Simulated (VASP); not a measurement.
Crystal: MnO2.

```
Mn O
1.0
     4.40042    0.00000    0.00000
     0.00000    4.40042    0.00000
     0.00000    0.00000    2.86708
Mn O
2 4
Direct
  0.50000 0.50000 0.50000
  0.00000 0.00000 0.00000
  0.80492 0.19508 0.50000
  0.69508 0.69508 0.00000
  0.19508 0.80492 0.50000
  0.30492 0.30492 0.00000
```

| Item | Value |
| --- | --- |
| Program | VASP 6.6.1 |
| Task | relaxation of cell and atoms |
| Functional | PBEsol |
| Potentials or basis | VASP PAW PBE potentials, release 64 (Mn_pv, O) |
| Cutoff | 600 eV |
| k mesh | 6 × 6 × 9 |
| Occupations | fermi-dirac, width 0.05 eV |
| Spin | collinear spin, ferromagnetic start |
| Starting moments | [4.0, 4.0, 0.0, 0.0, 0.0, 0.0] μB |
| Hubbard terms | Mn d U = 8.0 eV |

At the start: pressure 15.6 GPa; volume 9.25 Å³/atom.

Task: Where does the relaxation end?

Result: Over 9 steps the energy falls by 54.9 meV/atom and the volume is 10.31 Å³/atom (+11.4 %); space group P4_2/mnm (No. 136, to 0.1 Å) before and after; moment 6.00 μB per cell.

The path:
```csv
step,energy change (eV),largest force (eV/Å),pressure (GPa),volume (Å³)
1,0.0000,0.2527,15.56,55.52
2,-0.3110,0.2346,-2.22,63.04
3,-0.3191,0.1849,-0.05,61.89
4,-0.3190,0.1913,-0.25,62.02
5,-0.3267,0.0723,-0.37,62.05
6,-0.3289,0.0323,-0.40,62.07
7,-0.3296,0.0095,0.08,61.81
8,-0.3296,0.0096,0.08,61.81
9,-0.3296,0.0030,0.00,61.85
```

Final structure:
```xyz
6
Lattice="4.4999 0.0000 0.0000 0.0000 4.4999 0.0000 0.0000 0.0000 3.0546" Properties=species:S:1:pos:R:3 pbc="T T T"
Mn    2.2500    2.2500    1.5273
Mn    4.4999    0.0000    0.0000
O     3.6247    0.8752    1.5273
O     3.1252    3.1252    0.0000
O     0.8752    3.6247    1.5273
O     1.3747    1.3747    0.0000
```

Caveat: the PAW data sets were made with another functional, which shifts forces and pressure a little; the run started ferromagnetic, and an antiferromagnetic order may lie lower in energy.
